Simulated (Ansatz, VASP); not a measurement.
# Two plane-wave programs on Se

```
CELL_PARAMETERS angstrom
4.27888 0.00000 0.00000
-2.13944 3.70562 0.00000
0.00000 0.00000 4.95360
ATOMIC_POSITIONS crystal
Se 0.22540 0.00000 0.33333
Se 0.00000 0.22540 0.66667
Se 0.77460 0.77460 0.00000
```

Change from the starting cell: equal xx and yy strain of -2 %, PAW files.

Alike in both runs: task electric field gradients; functional LDA; k mesh 6 × 6 × 5; occupations fermi-dirac, width 0.03 eV; no spin polarisation.

|  | VASP | Ansatz |
| --- | --- | --- |
| version | VASP 6.6.1 | Ansatz 0.2.0 |
| potentials or method | VASP PAW LDA potentials, release 64 (Se) | PAW with Ansatz's default frozen-core files, scalar-relativistic |
| plane-wave cutoff (eV) | 520 | 420 |
| valence electrons in the cell | 18 | 48 |

Ansatz gave:

* gap on the k mesh at the Fermi level (eV): 1.20
* pressure (GPa): 0.7
* traceless stress, the component that is largest in VASP (GPa): 1.29
* rms of the force components (eV/Å): 0.348
* size of Vzz on the site where it differs most (V/Å²): 495.1

Task: Which values does VASP return?

Result: gap on the k mesh at the Fermi level (eV): 1.20; pressure (GPa): 0.9; traceless stress, the component that is largest in VASP (GPa): 1.39; rms of the force components (eV/Å): 0.381; size of Vzz on the site where it differs most (V/Å²): 480.4.

LDA's correlation is that of Perdew and Zunger in VASP and of Perdew and Wang (1992) in Ansatz. Atom by atom the forces differ by 0.032 eV/Å (rms over components). VASP's potentials hold 18 valence electrons a cell and Ansatz's 48, so a difference there can come from the potentials and not from the codes.
